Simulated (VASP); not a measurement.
# SiC2 (P-6m2) in VASP: further runs, part 2 of 3

VASP 6.6.1. Earlier steps stand in the parts before.

### 3 Single point, PBE

This run uses another cell than the first one, of 13.61 Å³/atom, 0.811 times its volume.

The input, INCAR:

```
PREC = Accurate
ENCUT = 520
EDIFF = 1E-6
ISMEAR = 0
SIGMA = 0.1
LREAL = False
LASPH = True
NELM = 60
ALGO = Normal
ISIF = 2
LWAVE = False
LCHARG = True
GGA = PE
LELF = True
LVHAR = True
NBANDS = 21
```

The input, KPOINTS:

```
Automatic mesh
0
Gamma
  12 12 1
```

The input, POSCAR:

```
SiC2
1.0
    2.0843654100      0.0000000000      0.0000000000
   -1.0421827000      1.8051134000      0.0000000000
    0.0000000000      0.0000000000     21.7005186200
Si C
2 4
Direct
    0.6666666700      0.3333333300      0.8333333300
    0.6666666700      0.3333333300      0.1666666700
    0.3333333300      0.6666666700      0.8333333300
    0.3333333300      0.6666666700      0.1666666700
    0.3333333300      0.6666666700      0.5000000000
    0.6666666700      0.3333333300      0.5000000000
```

Potentials or basis: VASP PAW PBE potentials, release 64 (Si, C).

Run with:

```bash
$ cat potpaw_PBE.64/Si/POTCAR potpaw_PBE.64/C/POTCAR > POTCAR
$ mpirun -np 1 vasp_std > vasp.out
```

OUTCAR:

```text
PREC = Accurate
   ENCUT = 520
   EDIFF = 1E-6
   ISMEAR = 0
   LREAL = False
   LASPH = True
   NELM = 60
   ISIF = 2
   GGA = PE

 ion  position               nearest neighbor table
   1  0.667  0.333  0.833-   3 1.20   3 1.20   3 1.20   3 2.41   3 2.41   3 2.41
   2  0.667  0.333  0.167-   4 1.20   4 1.20   4 1.20   4 2.41   4 2.41   4 2.41
   3  0.333  0.667  0.833-   1 1.20   1 1.20   1 1.20   1 2.41   1 2.41   1 2.41
   4  0.333  0.667  0.167-   2 1.20   2 1.20   2 1.20   2 2.41   2 2.41   2 2.41
   5  0.333  0.667  0.500-   6 1.20   6 1.20   6 1.20
   6  0.667  0.333  0.500-   5 1.20   5 1.20   5 1.20

 -----------------------------------------------------------------------------
|                                                                             |
|           W    W    AA    RRRRR   N    N  II  N    N   GGGG   !!!           |
|           W    W   A  A   R    R  NN   N  II  NN   N  G    G  !!!           |
|           W    W  A    A  R    R  N N  N  II  N N  N  G       !!!           |
|           W WW W  AAAAAA  RRRRR   N  N N  II  N  N N  G  GGG   !            |
|           WW  WW  A    A  R   R   N   NN  II  N   NN  G    G                |
|           W    W  A    A  R    R  N    N  II  N    N   GGGG   !!!           |
|                                                                             |
|     The distance between some ions is very small. Please check the          |
|     nearest-neighbor list in the OUTCAR file.                               |
|     I HOPE YOU KNOW WHAT YOU ARE DOING!                                     |
|                                                                             |
 -----------------------------------------------------------------------------

  LATTYP: Found a hexagonal cell.
 ALAT       =     2.0843654100
 C/A-ratio  =    10.4110913163

  Lattice vectors:

 A1 = (   2.0843654100,   0.0000000000,   0.0000000000)
 A2 = (  -1.0421827000,   1.8051134000,   0.0000000000)
 A3 = (   0.0000000000,   0.0000000000,  21.7005186200)

Analysis of symmetry for initial positions (statically):
=====================================================================
[... 153 lines left out ...]
   AEXX    =    0.0000 exact exchange contribution
   IVDW    =     0    specifies the selected vdW correction
   LEPSILON=     F    determine dielectric tensor
   LRPA    =     F    only Hartree local field effects (RPA)
 non-spin polarized calculation
 Gauss-broadening in eV      SIGMA  =   0.10
  energy-cutoff  :      520.00
  volume of cell :       81.65
 maximum number of plane-waves:      2232
 NGX is ok and might be reduce to    16
   NGX =  7   NGY =  7   NGZ = 81

 number of electron      23.9999996 magnetization

 Free energy of the ion-electron system (eV)
  ---------------------------------------------------
  ext. energy  EPLUGINS =         0.00000000
  ---------------------------------------------------
  free energy    TOTEN  =        29.01412842 eV

  energy without entropy =       29.01832651  energy(sigma->0) =       29.01622747

 E-fermi :   4.2831     XC(G=0):  -6.6785

 val. band max:        4.2736164921   @ k =   0.3333   0.3333   0.0000
 cond. band min:       4.4465633340   @ k =   0.0833   0.0000   0.0000
 fundamental gap:      0.1729468419
 Fermi energy:         4.2831405140

 k-point     1 :       0.0000    0.0000    0.0000
  band No.  band energies     occupation
      1     -19.6130      2.00000
      2     -15.5874      2.00000
      3     -15.5873      2.00000
      4      -7.4088      2.00000
      5      -6.1624      2.00000
      6      -6.1601      2.00000
[... 445 lines left out ...]
     20      16.5672      0.00000
     21      19.1086      0.00000

------------------------ aborting loop because EDIFF is reached ----------------------------------------

  FORCE on cell =-STRESS in cart. coord.  units (eV):
  Direction    XX          YY          ZZ          XY          YZ          ZX
  --------------------------------------------------------------------------------------
  -------------------------------------------------------------------------------------
  Total      258.7167433    258.7167445     -0.0690547      0.0000007      0.0000000      0.0000000
  in kB     5076.7602866   5076.7603100     -1.3550492      0.0000141      0.0000000      0.0000000
  external PRESSURE =    3384.0551825 kB  Pullay stress =       0.0000000 kB

 VOLUME and BASIS-vectors are now :
 -----------------------------------------------------------------------------
  energy-cutoff  :      520.00
  volume of cell :       81.65
      direct lattice vectors                 reciprocal lattice vectors
     2.084365410  0.000000000  0.000000000     0.479762327  0.276990907  0.000000000
    -1.042182700  1.805113400  0.000000000     0.000000000  0.553981816  0.000000000
     0.000000000  0.000000000 21.700518620     0.000000000  0.000000000  0.046081848

 POSITION                                       TOTAL-FORCE (eV/Angst)
 -----------------------------------------------------------------------------------
      1.04218      0.60170     18.08377        -0.000000      0.000000      0.000673
      1.04218      0.60170      3.61675        -0.000000      0.000000     -0.000673
     -0.00000      1.20341     18.08377         0.000000     -0.000000      0.000256
     -0.00000      1.20341      3.61675         0.000000     -0.000000     -0.000256
     -0.00000      1.20341     10.85026        -0.000000      0.000000      0.000000
      1.04218      0.60170     10.85026        -0.000000      0.000000      0.000000
 -----------------------------------------------------------------------------------
    total drift:                                0.000017     -0.000009      0.000000

  FREE ENERGIE OF THE ION-ELECTRON SYSTEM (eV)
  ---------------------------------------------------
  free  energy   TOTEN  =        29.0141284212 eV

  energy  without entropy=       29.0183265099  energy(sigma->0) =       29.01622747
```

It took 40 s on 1 thread of Intel Xeon Platinum 8259CL at 2.50GHz (Skylake/Cascade Lake), shared host; peak memory 0.19 GiB.

Results:

```yaml
Free_energy: 29.0141 eV
Pressure: 338.4 GPa
Band_gap_on_the_k_mesh: zero (band 12 reaches 4.27 eV, above the bottom of band 13 at 4.19 eV)
```

### 4 Single point, PBE

The input, INCAR:

```
  ALGO = Normal
  EDIFF = 1E-6
  ENCUT = 520
  GGA = PE
  ISIF = 2
  ISMEAR = 0
  LASPH = True
  LCHARG = False
  LREAL = False
  LWAVE = False
  NBANDS = 21
  NELM = 80
  PREC = Accurate
  SIGMA = 0.1
```

The input, KPOINTS:

```
k-points
0
Gamma
  12 12 1
```

The input, POSCAR:

```
SiC2
1.0
    2.9360329653     -0.0000000041      0.0000000000
   -1.4680164791      2.5426791363      0.0000000000
    0.0000000000      0.0000000000     13.4931789594
Si C
2 4
Direct
    0.6666666667      0.3333333333      0.8299276411
    0.6666666667      0.3333333333      0.1700723589
    0.3333333333      0.6666666667      0.8304185752
    0.3333333333      0.6666666667      0.1695814248
    0.3333333333      0.6666666667      0.5000000000
    0.6666666667      0.3333333333      0.5000000000
```

Run with:

```bash
$ cat potpaw_PBE.64/Si/POTCAR potpaw_PBE.64/C/POTCAR > POTCAR
$ mpirun -np 1 vasp_std > vasp.out
```

Wall time 40 s (1 thread of Intel Xeon Platinum 8259CL at 2.50GHz (Skylake/Cascade Lake), shared host); peak memory 0.23 GiB.

The run converged. Its results:

```yaml
Free_energy: -42.7455 eV
Pressure: 0.0 GPa
Largest_force: 0.003 eV/Å
Band_gap_on_the_k_mesh: 0.20 eV, direct
```

Forces on the atoms (eV/Å):
```
Si   0.000  0.000 -0.003
Si   0.000  0.000  0.003
C    0.000  0.000 -0.002
C    0.000  0.000  0.002
C    0.000  0.000  0.000
C    0.000  0.000  0.000
```

Stress tensor (GPa, compression positive):
```
-0.07  0.00  0.00
 0.00 -0.07  0.00
 0.00  0.00  0.13
```

Levels at points of the mesh, in eV from the valence-band top:
```tsv
k point	band 9	band 10	band 11	band 12	band 13	band 14	band 15	band 16
(0.00, 0.00, 0.00)	-1.01	-1.01	-1.01	-1.01	2.91	2.94	4.75	5.46
(0.50, 0.00, 0.00)	-2.63	-1.50	-0.80	-0.58	1.30	2.67	3.04	3.23
```

Caveat: the k points lie up to 0.47 Å⁻¹ apart. A k mesh can miss the band edges.

### 5 Relaxation of cell and atoms, PBE

The input, INCAR:

```
  PREC = Accurate
  ENCUT = 600
  EDIFF = 1E-7
  ISMEAR = 0
  SIGMA = 0.1
  LREAL = False
  LASPH = True
  NELM = 60
  ALGO = Normal
  ISIF = 3
  LWAVE = False
  LCHARG = False
  GGA = PE
  IBRION = 2
  NSW = 90
  EDIFFG = -0.04
```

The input, KPOINTS:

```
Automatic mesh
0
Gamma
  6 6 2
```

POSCAR: that of step 4 with these lines changed.

```diff
@@ -2,4 +2,4 @@
 1.0
-    2.9360329653     -0.0000000041      0.0000000000
-   -1.4680164791      2.5426791363      0.0000000000
+    2.9360329653      0.0000000000      0.0000000000
+   -1.4680164826      2.5426791343      0.0000000000
     0.0000000000      0.0000000000     13.4931789594
```

Potentials or basis: VASP PAW PBE potentials, release 64 (Si, C).

Run with:

```bash
$ cat potpaw_PBE.64/Si/POTCAR potpaw_PBE.64/C/POTCAR > POTCAR
$ mpirun -np 1 vasp_std > vasp.out
```

OUTCAR:

```text
PREC = Accurate
   ENCUT = 600
   EDIFF = 1E-7
   ISMEAR = 0
   LREAL = False
   LASPH = True
   NELM = 60
   ISIF = 3
   GGA = PE
   IBRION = 2
   NSW = 90
   EDIFFG = -0.04

 ion  position               nearest neighbor table
   1  0.667  0.333  0.830-   3 1.70   3 1.70   3 1.70
   2  0.667  0.333  0.170-   4 1.70   4 1.70   4 1.70
   3  0.333  0.667  0.830-   1 1.70   1 1.70   1 1.70
   4  0.333  0.667  0.170-   2 1.70   2 1.70   2 1.70
   5  0.333  0.667  0.500-   6 1.70   6 1.70   6 1.70
   6  0.667  0.333  0.500-   5 1.70   5 1.70   5 1.70

  LATTYP: Found a hexagonal cell.
 ALAT       =     2.9360329653
 C/A-ratio  =     4.5957177998

  Lattice vectors:

 A1 = (   2.9360329653,   0.0000000000,   0.0000000000)
 A2 = (  -1.4680164826,   2.5426791343,   0.0000000000)
 A3 = (   0.0000000000,   0.0000000000,  13.4931789594)

Analysis of symmetry for initial positions (statically):
=====================================================================
 Subroutine PRICEL returns:
 Original cell was already a primitive cell.

[... 173 lines left out ...]
 Fermi energy:         2.0325603494

 k-point     1 :       0.0000    0.0000    0.0000
  band No.  band energies     occupation
      1     -13.6989      2.00000
      2     -12.4458      2.00000
      3     -12.4207      2.00000
      4      -2.7745      2.00000
      5      -2.5192      2.00000
      6      -2.0494      2.00000
[... 243 lines left out ...]
      3      -8.3650      2.00000
      4      -8.3528      2.00000
      5      -5.2784      2.00000
      6      -5.2515      2.00000
[... 8 lines left out ...]
     15       5.2104      0.00000
     16       8.6075      0.00000

------------------------ aborting loop because EDIFF is reached ----------------------------------------

  FORCE on cell =-STRESS in cart. coord.  units (eV):
  Direction    XX          YY          ZZ          XY          YZ          ZX
  --------------------------------------------------------------------------------------
  -------------------------------------------------------------------------------------
  Total       -0.0637550     -0.0637550     -0.0358636     -0.0000000      0.0000000     -0.0000000
  in kB       -1.0140472     -1.0140472     -0.5704242     -0.0000000      0.0000000     -0.0000000
  external PRESSURE =      -0.8661729 kB  Pullay stress =       0.0000000 kB

 VOLUME and BASIS-vectors are now :
 -----------------------------------------------------------------------------
  energy-cutoff  :      600.00
  volume of cell :      100.73
      direct lattice vectors                 reciprocal lattice vectors
     2.936032965  0.000000000  0.000000000     0.340595631  0.196642979  0.000000000
    -1.468016483  2.542679134  0.000000000     0.000000000  0.393285958  0.000000000
     0.000000000  0.000000000 13.493178959     0.000000000  0.000000000  0.074111520

 POSITION                                       TOTAL-FORCE (eV/Angst)
 -----------------------------------------------------------------------------------
      1.46802      0.84756     11.19836         0.000000      0.000000     -0.018667
      1.46802      0.84756      2.29482         0.000000      0.000000      0.018667
     -0.00000      1.69512     11.20499        -0.000000      0.000000      0.008157
     -0.00000      1.69512      2.28819        -0.000000      0.000000     -0.008157
     -0.00000      1.69512      6.74659        -0.000000      0.000000      0.000000
      1.46802      0.84756      6.74659        -0.000000      0.000000      0.000000
 -----------------------------------------------------------------------------------
    total drift:                               -0.000001      0.000000     -0.000000

  FREE ENERGIE OF THE ION-ELECTRON SYSTEM (eV)
  ---------------------------------------------------
  free  energy   TOTEN  =       -42.7229532912 eV

  energy  without entropy=      -42.7166540086  energy(sigma->0) =      -42.71980365

 reached required accuracy - stopping structural energy minimisation
```

OSZICAR:

```text
N       E                     dE             d eps       ncg     rms          rms(c)
DAV:   1     0.117209841227E+03    0.11721E+03   -0.11841E+04   448   0.143E+03
DAV:   2    -0.390403891363E+02   -0.15625E+03   -0.15318E+03   640   0.243E+02
DAV:   3    -0.500052578427E+02   -0.10965E+02   -0.10894E+02   536   0.724E+01
DAV:   4    -0.502488172655E+02   -0.24356E+00   -0.24271E+00   664   0.120E+01
DAV:   5    -0.502552849488E+02   -0.64677E-02   -0.64623E-02   616   0.170E+00    0.165E+01
DAV:   6    -0.432000629204E+02    0.70552E+01   -0.25226E+01   512   0.222E+01    0.714E+00
DAV:   7    -0.428232658859E+02    0.37680E+00   -0.19629E+00   664   0.675E+00    0.319E+00
DAV:   8    -0.427286367095E+02    0.94629E-01   -0.19621E-01   616   0.270E+00    0.911E-01
DAV:   9    -0.427197307329E+02    0.89060E-02   -0.50870E-02   656   0.126E+00    0.266E-01
DAV:  10    -0.427213507343E+02   -0.16200E-02   -0.62282E-03   576   0.401E-01    0.190E-01
DAV:  11    -0.427223408051E+02   -0.99007E-03   -0.13547E-03   672   0.212E-01    0.860E-02
DAV:  12    -0.427229514911E+02   -0.61069E-03   -0.10836E-03   600   0.206E-01    0.295E-02
DAV:  13    -0.427229276290E+02    0.23862E-04   -0.13257E-04   664   0.348E-02    0.160E-02
DAV:  14    -0.427229481069E+02   -0.20478E-04   -0.24436E-05   576   0.321E-02    0.753E-03
DAV:  15    -0.427229529114E+02   -0.48046E-05   -0.78262E-06   616   0.188E-02    0.197E-03
DAV:  16    -0.427229531420E+02   -0.23056E-06   -0.12911E-06   576   0.464E-03    0.104E-03
DAV:  17    -0.427229532936E+02   -0.15161E-06   -0.22530E-07   552   0.276E-03    0.655E-04
DAV:  18    -0.427229532912E+02    0.24479E-08   -0.11394E-07   464   0.141E-03
   1 F= -.42722953E+02 E0= -.42719804E+02  d E =-.427230E+02
```

CONTCAR:

```text
SiC2
   1.00000000000000
     2.9360329652999999    0.0000000000000000    0.0000000000000000
    -1.4680164826000000    2.5426791343000001    0.0000000000000000
     0.0000000000000000    0.0000000000000000   13.4931789593999998
  Si              C
     2     4
Direct
     0.6666666667000030    0.3333333332999970    0.8299276410999994
     0.6666666667000030    0.3333333332999970    0.1700723589000006
     0.3333333332999970    0.6666666667000030    0.8304185751999995
     0.3333333332999970    0.6666666667000030    0.1695814248000005
     0.3333333332999970    0.6666666667000030    0.5000000000000000
     0.6666666667000030    0.3333333332999970    0.5000000000000000

  0.00000000E+00  0.00000000E+00  0.00000000E+00
  0.00000000E+00  0.00000000E+00  0.00000000E+00
  0.00000000E+00  0.00000000E+00  0.00000000E+00
  0.00000000E+00  0.00000000E+00  0.00000000E+00
  0.00000000E+00  0.00000000E+00  0.00000000E+00
  0.00000000E+00  0.00000000E+00  0.00000000E+00
```

Run time: 33 s. Hardware: 1 thread of Intel Xeon Platinum 8259CL at 2.50GHz (Skylake/Cascade Lake), shared host; peak memory 0.24 GiB.

Results:

```
Free energy                  : -42.7230 eV
Pressure after relaxing      : -0.1 GPa
Largest force after relaxing : 0.019 eV/Å
Band gap on the k mesh       : 0.04 eV, indirect (the least direct gap lies 0.5 meV higher)
```

Forces in eV/Å, atoms in the order of the input:
```
Si   0.000  0.000 -0.019
Si   0.000  0.000  0.019
C    0.000  0.000  0.008
C    0.000  0.000 -0.008
C    0.000  0.000  0.000
C    0.000  0.000  0.000
```

Final structure:
```
CELL_PARAMETERS angstrom
2.93603 0.00000 0.00000
-1.46802 2.54268 0.00000
0.00000 0.00000 13.49318
ATOMIC_POSITIONS crystal
Si 0.66667 0.33333 0.82993
Si 0.66667 0.33333 0.17007
C 0.33333 0.66667 0.83042
C 0.33333 0.66667 0.16958
C 0.33333 0.66667 0.50000
C 0.66667 0.33333 0.50000
```

Caveat: the relaxation stopped at its first step, so nothing moved. A k mesh can miss the band edges.

(Part 2 of 3 ends here.)
